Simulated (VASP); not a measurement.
# Ge (P6_3/mmc) in VASP: notebook

Ge is run at these levels: PBE; tasks: single point.

Program: VASP 6.6.1. These are calculated values, not measurements. Logs are shortened: lines on timing, memory, paths and dates and some standing lists are left out, and cuts for length are marked.

**1. The cell of the first run**

The structure is hexagonal, space group P6_3/mmc (No. 194). Conventional cell: a = 3.936 Å, b = 3.936 Å, c = 6.893 Å, α = 90.00°, β = 90.00°, γ = 120.00°. Ge (site symmetry 3m) has 4 Ge at 2.43 to 2.58 Å within 3.2 Å.

**2. Single point, PBE (strain -0.030 along x and y, +0.030 along z)**

File INCAR:

```
SYSTEM = Ge
PREC = Accurate ; ENCUT = 520
EDIFF = 1E-6 ; ISMEAR = 0
SIGMA = 0.15 ; LREAL = .FALSE.
LASPH = .TRUE. ; NELM = 80
ALGO = Normal ; ISIF = 2
LWAVE = .FALSE. ; LCHARG = .TRUE.
GGA = PE ; LELF = .TRUE.
LVHAR = .TRUE. ; NBANDS = 36
```

File KPOINTS:

```
Automatic mesh
0
G
  12 12 8
  0 0 0
```

File POSCAR:

```
Ge
1.0
    3.9364120065      0.0000000000      0.0000000000
   -1.9682060033      3.4090327973      0.0000000000
    0.0000000000      0.0000000000      6.8933040382
Ge
4
Direct
    0.6666666667      0.3333333333      0.0627911807
    0.3333333333      0.6666666667      0.5627911807
    0.6666666667      0.3333333333      0.4372088193
    0.3333333333      0.6666666667      0.9372088193
```

Potentials or basis: VASP PAW PBE potentials, release 64 (Ge_d).

Started as:

```
> cat potpaw_PBE.64/Ge_d/POTCAR > POTCAR
> mpirun -np 1 vasp_std > vasp.out
```

OUTCAR:

```text
SYSTEM = Ge
   PREC = Accurate
   ENCUT = 520
   EDIFF = 1E-6
   ISMEAR = 0
   LREAL = .FALSE.
   LASPH = .TRUE.
   NELM = 80
   ISIF = 2
   GGA = PE

 ion  position               nearest neighbor table
   1  0.667  0.333  0.063-   4 2.43   4 2.43   4 2.43   3 2.58
   2  0.333  0.667  0.563-   3 2.43   3 2.43   3 2.43   4 2.58
   3  0.667  0.333  0.437-   2 2.43   2 2.43   2 2.43   1 2.58
   4  0.333  0.667  0.937-   1 2.43   1 2.43   1 2.43   2 2.58

  LATTYP: Found a hexagonal cell.
 ALAT       =     3.9364120065
 C/A-ratio  =     1.7511642650

  Lattice vectors:

 A1 = (   3.9364120065,   0.0000000000,   0.0000000000)
 A2 = (  -1.9682060033,   3.4090327973,   0.0000000000)
 A3 = (   0.0000000000,   0.0000000000,   6.8933040382)

Analysis of symmetry for initial positions (statically):
=====================================================================
 Subroutine PRICEL returns:
 Original cell was already a primitive cell.

 Routine SETGRP: Setting up the symmetry group for a
 hexagonal supercell.

 Subroutine GETGRP returns: Found 24 space group operations
 (whereof 12 operations were pure point group operations)
 out of a pool of 24 trial point group operations.

The static configuration has the point symmetry D_3d.
 The point group associated with its full space group is D_6h.

Analysis of symmetry for dynamics (positions and initial velocities):
=====================================================================
 Subroutine PRICEL returns:
 Original cell was already a primitive cell.

 Routine SETGRP: Setting up the symmetry group for a
 hexagonal supercell.

 Subroutine GETGRP returns: Found 24 space group operations
 (whereof 12 operations were pure point group operations)
 out of a pool of 24 trial point group operations.

The dynamic configuration has the point symmetry D_3d.
 The point group associated with its full space group is D_6h.

 Subroutine INISYM returns: Found 24 space group operations
 (whereof 12 operations are pure point group operations),
 and found     1 'primitive' translations

----------------------------------------------------------------------------------------

                                     Primitive cell

  volume of cell :      92.5037

  direct lattice vectors                    reciprocal lattice vectors
     3.936412006  0.000000000  0.000000000     0.254038449  0.146669167  0.000000000
    -1.968206003  3.409032797  0.000000000     0.000000000  0.293338334  0.000000000
     0.000000000  0.000000000  6.893304038     0.000000000  0.000000000  0.145068315

  length of vectors
     3.936412006  3.936412006  6.893304038     0.293338334  0.293338334  0.145068315

  position of ions in fractional coordinates (direct lattice)
     0.666666667  0.333333333  0.062791181
     0.333333333  0.666666667  0.562791181
     0.666666667  0.333333333  0.437208819
     0.333333333  0.666666667  0.937208819

  ion indices of the primitive-cell ions
   primitive index   ion index
                 1           1
                 2           2
                 3           3
                 4           4

----------------------------------------------------------------------------------------

 KPOINTS: Automatic mesh

Automatic generation of k-mesh.
 Grid dimensions read from file:
 generate k-points for:   12   12    8

 Generating k-lattice:

  Cartesian coordinates                     Fractional coordinates (reciprocal lattice)
     0.021169871  0.012222431  0.000000000     0.083333333  0.000000000  0.000000000
     0.000000000  0.024444861  0.000000000     0.000000000  0.083333333  0.000000000
     0.000000000  0.000000000  0.018133539     0.000000000  0.000000000  0.125000000

  Length of vectors
     0.024444861  0.024444861  0.018133539

  Shift w.r.t. Gamma in fractional coordinates (k-lattice)
     0.000000000  0.000000000  0.000000000

 Subroutine IBZKPT returns following result:
 ===========================================

 Found     95 irreducible k-points:

 Following reciprocal coordinates:
            Coordinates               Weight
  0.000000  0.000000  0.000000      1.000000
  0.083333  0.000000  0.000000      6.000000
  0.166667 -0.000000  0.000000      6.000000
  0.250000  0.000000  0.000000      6.000000
  0.333333  0.000000  0.000000      6.000000
  0.416667 -0.000000  0.000000      6.000000
[... 16 lines left out ...]
  0.250000  0.000000  0.125000     12.000000
  0.333333  0.000000  0.125000     12.000000
 [... further k-points ...]
   k-points           NKPTS =     95   k-points in BZ     NKDIM =     95   number of bands    NBANDS=     36
   number of dos      NEDOS =    301   number of ions     NIONS =      4
   total plane-waves  NPLWV =  48600
   dimension x,y,z NGX =    30 NGY =   30 NGZ =   54
   dimension x,y,z NGXF=    60 NGYF=   60 NGZF=  108
   ions per type =               4
   NGX,Y,Z   is equivalent  to a cutoff of  12.67, 12.67, 13.02 a.u.
   NGXF,Y,Z  is equivalent  to a cutoff of  25.34, 25.34, 26.05 a.u.
 SYSTEM =  Ge
   PREC   = accura    normal or accurate (medium, high low for compatibility)
   ISTART =      0    job   : 0-new  1-cont  2-samecut
   ICHARG =      2    charge: 1-file 2-atom 10-const
   ISPIN  =      1    spin polarized calculation?
   LNONCOLLINEAR =      F non collinear calculations
   LSORBIT =      F    spin-orbit coupling
   LASPH  =      T    aspherical Exc in radial PAW
   ENCUT  =  520.0 eV  38.22 Ry    6.18 a.u.   7.32  7.32 12.82*2*pi/ulx,y,z
   NELM   =     80;   NELMIN=  2; NELMDL= -5     # of ELM steps
   EDIFF  = 0.1E-05   stopping-criterion for ELM
   LREAL  =      F    real-space projection
   EDIFFG = 0.1E-04   stopping-criterion for IOM
   NSW    =      0    number of steps for IOM
   IBRION =     -1    ionic relax: 0-MD 1-quasi-New 2-CG
   NFREE  =      0    steps in history (QN), initial steepest desc. (CG)
   ISIF   =      2    stress and relaxation
   ISYM   =      2    0-nonsym 1-usesym 2-fastsym
   POTIM  = 0.5000    time-step for ionic-motion
   TEBEG  =    0.0;   TEEND  =   0.0 temperature during run
   PSTRESS=    0.0 pullay stress
   NELECT =      56.0000    total number of electrons
   NUPDOWN=      -1.0000    fix difference up-down
   EMIN   =  10.00;   EMAX   =-10.00  energy-range for DOS
   EFERMI =   0.00;   METHOD = LEGACY
   ISMEAR =     0;   SIGMA  =   0.15  broadening in eV -4-tet -1-fermi 0-gaus
   EFERMI_NEDOS =   21; number of points for ismear=-14 and -15
   IALGO  =     38    algorithm
   IMIX   =      4    mixing-type and parameters
     AMIX     =   0.40;   BMIX     =  1.00
     AMIX_MAG =   1.60;   BMIX_MAG =  1.00
  volume/ion in A,a.u.               =      23.13       156.06
  Fermi-wavevector in a.u.,A,eV,Ry     =   1.384898  2.617078 26.095191  1.917942
  Thomas-Fermi vector in A             =   2.509359
   LORBIT       =      0    0 simple, 1 ext, 2 COOP (PROOUT), +10 PAW based schemes
   GGA     = PE    functional components
   LHFCALC =     F    Hartree Fock is set to
   AEXX    =    0.0000 exact exchange contribution
   IVDW    =     0    specifies the selected vdW correction
   LEPSILON=     F    determine dielectric tensor
   LRPA    =     F    only Hartree local field effects (RPA)
 non-spin polarized calculation
 Gauss-broadening in eV      SIGMA  =   0.15
  energy-cutoff  :      520.00
  volume of cell :       92.50
 maximum number of plane-waves:      2527
 NGX is ok and might be reduce to    30
   NGX = 15   NGY = 15   NGZ = 25

 number of electron      56.0000026 magnetization

 Free energy of the ion-electron system (eV)
  ---------------------------------------------------
  ext. energy  EPLUGINS =         0.00000000
  ---------------------------------------------------
  free energy    TOTEN  =       -17.87415495 eV

  energy without entropy =      -17.87242989  energy(sigma->0) =      -17.87329242

 E-fermi :   4.9063     XC(G=0):  -9.8239

 val. band max:        4.8832731162   @ k =   0.0000   0.0000   0.1250
 cond. band min:       4.9583829746   @ k =   0.0000   0.0000   0.0000
 fundamental gap:      0.0751098584
 Fermi energy:         4.9062773827

 k-point     1 :       0.0000    0.0000    0.0000
  band No.  band energies     occupation
      1     -20.0583      2.00000
      2     -20.0583      2.00000
      3     -20.0311      2.00000
      4     -20.0311      2.00000
      5     -19.9829      2.00000
      6     -19.9829      2.00000
[... 28 lines left out ...]
     35       9.3673      0.00000
     36      11.1377      0.00000

 k-point     2 :       0.0833    0.0000    0.0000
  band No.  band energies     occupation
      1     -20.0604      2.00000
      2     -20.0595      2.00000
      3     -20.0330      2.00000
      4     -20.0306      2.00000
      5     -19.9892      2.00000
      6     -19.9789      2.00000
[... 28 lines left out ...]
     35       9.6885      0.00000
     36      11.5424      0.00000

 k-point     3 :       0.1667   -0.0000    0.0000
  band No.  band energies     occupation
      1     -20.0637      2.00000
      2     -20.0620      2.00000
      3     -20.0370      2.00000
      4     -20.0283      2.00000
      5     -19.9988      2.00000
      6     -19.9685      2.00000
[... 28 lines left out ...]
     35      10.5158      0.00000
     36      10.7165      0.00000
[... 742 lines left out ...]
 k-point    23 :       0.2500    0.0000    0.1250
  band No.  band energies     occupation
      1     -20.0632      2.00000
      2     -20.0629      2.00000
      3     -20.0421      2.00000
      4     -20.0244      2.00000
      5     -20.0066      2.00000
      6     -19.9626      2.00000
[... 28 lines left out ...]
     35      11.0999      0.00000
     36      11.4933      0.00000

 k-point    24 :       0.3333    0.0000    0.1250
  band No.  band energies     occupation
      1     -20.0642      2.00000
      2     -20.0592      2.00000
      3     -20.0447      2.00000
      4     -20.0187      2.00000
      5     -20.0116      2.00000
      6     -19.9629      2.00000
[... 28 lines left out ...]
     35      12.0670      0.00000
     36      12.3038      0.00000

 [... further k-points ...]

------------------------ aborting loop because EDIFF is reached ----------------------------------------

  FORCE on cell =-STRESS in cart. coord.  units (eV):
  Direction    XX          YY          ZZ          XY          YZ          ZX
  --------------------------------------------------------------------------------------
  -------------------------------------------------------------------------------------
  Total        3.1958709      3.1958709     -2.2540402     -0.0000000     -0.0000000      0.0000000
  in kB       55.3529346     55.3529346    -39.0402933     -0.0000000     -0.0000000      0.0000000
  external PRESSURE =      23.8885253 kB  Pullay stress =       0.0000000 kB

 VOLUME and BASIS-vectors are now :
 -----------------------------------------------------------------------------
  energy-cutoff  :      520.00
  volume of cell :       92.50
      direct lattice vectors                 reciprocal lattice vectors
     3.936412006  0.000000000  0.000000000     0.254038449  0.146669167  0.000000000
    -1.968206003  3.409032797  0.000000000     0.000000000  0.293338334  0.000000000
     0.000000000  0.000000000  6.893304038     0.000000000  0.000000000  0.145068315

 POSITION                                       TOTAL-FORCE (eV/Angst)
 -----------------------------------------------------------------------------------
      1.96821      1.13634      0.43284        -0.000000     -0.000000      0.467514
     -0.00000      2.27269      3.87949         0.000000     -0.000000      0.467514
      1.96821      1.13634      3.01381         0.000000      0.000000     -0.467514
     -0.00000      2.27269      6.46047         0.000000      0.000000     -0.467514
 -----------------------------------------------------------------------------------
    total drift:                               -0.000000      0.000000      0.000000

  FREE ENERGIE OF THE ION-ELECTRON SYSTEM (eV)
  ---------------------------------------------------
  free  energy   TOTEN  =       -17.8741549541 eV

  energy  without entropy=      -17.8724298856  energy(sigma->0) =      -17.87329242
```

It took 4.8 min on 1 thread of Intel Xeon 6975P-C, shared host; peak memory 0.35 GiB.

Results:

```yaml
Free_energy: -17.8742 eV
Pressure: 2.4 GPa
Largest_force: 0.468 eV/Å
Band_gap_on_the_k_mesh: zero (filled and empty bands touch)
```

Forces on the atoms (eV/Å):
```
Ge   0.000  0.000  0.468
Ge   0.000  0.000  0.468
Ge   0.000  0.000 -0.468
Ge   0.000  0.000 -0.468
```

Levels at points of the mesh, in eV from the Fermi level:
```
           k point  band 26  band 27  band 28  band 29  band 30  band 31
(0.00, 0.00, 0.00)    -0.49    -0.31     0.05     0.05     0.37     2.34
(0.50, 0.00, 0.00)    -2.90    -2.72    -1.60     0.74     1.31     3.37
(0.00, 0.00, 0.50)    -0.71    -0.71    -0.71     0.98     0.98     3.47
(0.50, 0.00, 0.50)    -2.72    -2.35    -2.35     0.37     0.37     1.98
```

Caveat: the cell differs from its parent crystal (strain -0.030 along x and y, +0.030 along z).

**3. Single point, PBE (strain +0.000 along x and y, -0.030 along z)**

File INCAR:

```
SYSTEM = Ge
ALGO = Normal
EDIFF = 1E-6
ENCUT = 520
GGA = PE
ISIF = 2
ISMEAR = 0
LASPH = .True.
LCHARG = .False.
LREAL = .False.
LWAVE = .False.
NBANDS = 36
NELM = 60
PREC = Accurate
SIGMA = 0.15
```

File KPOINTS:

```
k-points
0
Gamma
  12 12 8
  0 0 0
```

File POSCAR:

```
Ge
1.0
    4.0581567077      0.0000000000      0.0000000000
   -2.0290783539      3.5144668014      0.0000000000
    0.0000000000      0.0000000000      6.4917523466
Ge
4
Direct
    0.6666666667      0.3333333333      0.0627911807
    0.3333333333      0.6666666667      0.5627911807
    0.6666666667      0.3333333333      0.4372088193
    0.3333333333      0.6666666667      0.9372088193
```

Potentials or basis: VASP PAW PBE potentials, release 64 (Ge_d).

Started as:

```
> cat potpaw_PBE.64/Ge_d/POTCAR > POTCAR
> mpirun -np 1 vasp_std > vasp.out
```

Run time: 4.2 min. Hardware: 1 thread of Intel Xeon 6975P-C, shared host; peak memory 0.35 GiB.

Results (log left out):

```yaml
Free_energy: -17.9541 eV
Pressure: 2.0 GPa
Largest_force: 0.307 eV/Å
Band_gap_on_the_k_mesh: zero (band 28 reaches 4.84 eV, above the bottom of band 29 at 4.66 eV)
```

Forces on the atoms (eV/Å):
```
Ge   0.000  0.000 -0.307
Ge   0.000  0.000 -0.307
Ge   0.000  0.000  0.307
Ge   0.000  0.000  0.307
```

Stress tensor (GPa, compression positive):
```
0.14 0.00 0.00
0.00 0.14 0.00
0.00 0.00 5.70
```

Levels at points of the mesh, in eV from the Fermi level:
```tsv
k point	band 26	band 27	band 28	band 29	band 30	band 31
(0.00, 0.00, 0.00)	-0.42	-0.16	-0.10	0.10	0.10	2.07
(0.50, 0.00, 0.00)	-3.14	-2.82	-1.38	0.40	1.69	3.56
(0.00, 0.00, 0.50)	-0.97	-0.97	-0.97	0.44	0.44	3.25
(0.50, 0.00, 0.50)	-2.44	-2.44	-2.44	0.54	0.54	2.20
```

Caveat: the cell differs from its parent crystal (strain +0.000 along x and y, -0.030 along z).

**4. Single point, PBE (strain -0.015 along x and y, +0.000 along z)**

File INCAR:

```
SYSTEM = Ge
ALGO = Normal
EDIFF = 1E-6
ENCUT = 520
GGA = PE
ISIF = 2
ISMEAR = 0
LASPH = .TRUE.
LCHARG = .TRUE.
LELF = .TRUE.
LREAL = .FALSE.
LVHAR = .TRUE.
LWAVE = .FALSE.
NBANDS = 36
NELM = 60
PREC = Accurate
SIGMA = 0.15
```

File KPOINTS:

```
k-points
0
G
  12 12 8
  0 0 0
```

File POSCAR:

```
Ge
1.0
    3.9972843571      0.0000000000      0.0000000000
   -1.9986421786      3.4617497994      0.0000000000
    0.0000000000      0.0000000000      6.6925281924
Ge
4
Direct
    0.6666666667      0.3333333333      0.0627911807
    0.3333333333      0.6666666667      0.5627911807
    0.6666666667      0.3333333333      0.4372088193
    0.3333333333      0.6666666667      0.9372088193
```

Started as:

```
> cat potpaw_PBE.64/Ge_d/POTCAR > POTCAR
> mpirun -np 1 vasp_std > vasp.out
```

Run time: 4.4 min. Hardware: 1 thread of Intel Xeon 6975P-C, shared host; peak memory 0.35 GiB.

It converged, with:

```
Free energy   : -17.9797 eV
Pressure      : 1.9 GPa
Largest force : 0.144 eV/Å
```

Forces in eV/Å, atoms in the order of the input:
```
Ge   0.000  0.000  0.144
Ge   0.000  0.000  0.144
Ge   0.000  0.000 -0.144
Ge   0.000  0.000 -0.144
```

Stress tensor (GPa, compression positive):
```
2.78 0.00 0.00
0.00 2.78 0.00
0.00 0.00 0.28
```

Levels at points of the mesh, in eV from the Fermi level:
```tsv
k point	band 26	band 27	band 28	band 29	band 30	band 31
(0.00, 0.00, 0.00)	-0.25	-0.23	-0.05	0.04	0.04	2.28
(0.50, 0.00, 0.00)	-3.04	-2.79	-1.52	0.55	1.49	3.48
(0.00, 0.00, 0.50)	-0.86	-0.86	-0.86	0.67	0.67	3.33
(0.50, 0.00, 0.50)	-2.61	-2.42	-2.42	0.44	0.44	2.04
```

Caveat: the cell differs from its parent crystal (strain -0.015 along x and y, +0.000 along z).

**5. Single point, PBE (strain +0.000 along x and y, -0.015 along z)**

File INCAR:

```
PREC = Accurate ; ENCUT = 520
EDIFF = 1E-7 ; ISMEAR = 0
SIGMA = 0.15 ; LREAL = False
LASPH = True ; NELM = 100
ALGO = Normal ; ISIF = 2
LWAVE = False ; LCHARG = False
GGA = PE ; NBANDS = 36
```

File KPOINTS:

```
regular mesh
0
Gamma
  12 12 8
```

File POSCAR:

```
Ge
1.0
    4.0581567077      0.0000000000      0.0000000000
   -2.0290783539      3.5144668014      0.0000000000
    0.0000000000      0.0000000000      6.5921402695
Ge
4
Direct
    0.6666666667      0.3333333333      0.0627911807
    0.3333333333      0.6666666667      0.5627911807
    0.6666666667      0.3333333333      0.4372088193
    0.3333333333      0.6666666667      0.9372088193
```

Started as:

```
> cat potpaw_PBE.64/Ge_d/POTCAR > POTCAR
> mpirun -np 1 vasp_std > vasp.out
```

Wall time 4.8 min (1 thread of Intel Xeon 6975P-C, shared host); peak memory 0.35 GiB.

It converged, with:

```
Free energy            : -17.9915 eV
Pressure               : 0.9 GPa
Largest force          : 0.136 eV/Å
Band gap on the k mesh : zero (band 28 reaches 4.69 eV, above the bottom of band 29 at 4.60 eV)
```

Forces on the atoms (eV/Å):
```
Ge   0.000  0.000 -0.136
Ge   0.000  0.000 -0.136
Ge   0.000  0.000  0.136
Ge   0.000  0.000  0.136
```

Stress tensor (GPa, compression positive):
```
0.06 0.00 0.00
0.00 0.06 0.00
0.00 0.00 2.63
```

Levels at points of the mesh, in eV from the Fermi level:
```csv
k point,band 26,band 27,band 28,band 29,band 30,band 31
"(0.00, 0.00, 0.00)",-0.32,-0.26,-0.16,0.09,0.09,2.16
"(0.50, 0.00, 0.00)",-3.04,-2.74,-1.39,0.48,1.60,3.59
"(0.00, 0.00, 0.50)",-0.90,-0.90,-0.90,0.48,0.48,3.28
"(0.50, 0.00, 0.50)",-2.45,-2.37,-2.37,0.52,0.52,2.16
```

Caveat: the cell differs from its parent crystal (strain +0.000 along x and y, -0.015 along z).

**6. Overview**

| cell | gap on the mesh (eV) | pressure (GPa) | largest force (eV/Å) |
| --- | --- | --- | --- |
| a = 3.936, b = 3.936, c = 6.893 Å, angles 90.0, 90.0, 120.0°, 4 atoms | none | 2.4 | 0.47 |
| a = 4.058, b = 4.058, c = 6.492 Å, angles 90.0, 90.0, 120.0°, 4 atoms | none | 2.0 | 0.31 |
| a = 3.997, b = 3.997, c = 6.693 Å, angles 90.0, 90.0, 120.0°, 4 atoms | - | 1.9 | 0.14 |
| a = 4.058, b = 4.058, c = 6.592 Å, angles 90.0, 90.0, 120.0°, 4 atoms | none | 0.9 | 0.14 |

Alike in all rows: task single point; level PBE; potentials or basis VASP PAW PBE potentials, release 64 (Ge_d); no spin polarisation; k mesh 12 × 12 × 8; cutoff (eV) 520; smearing gaussian 0.15 eV.

Absolute energies hang on the potentials; compare differences alone.
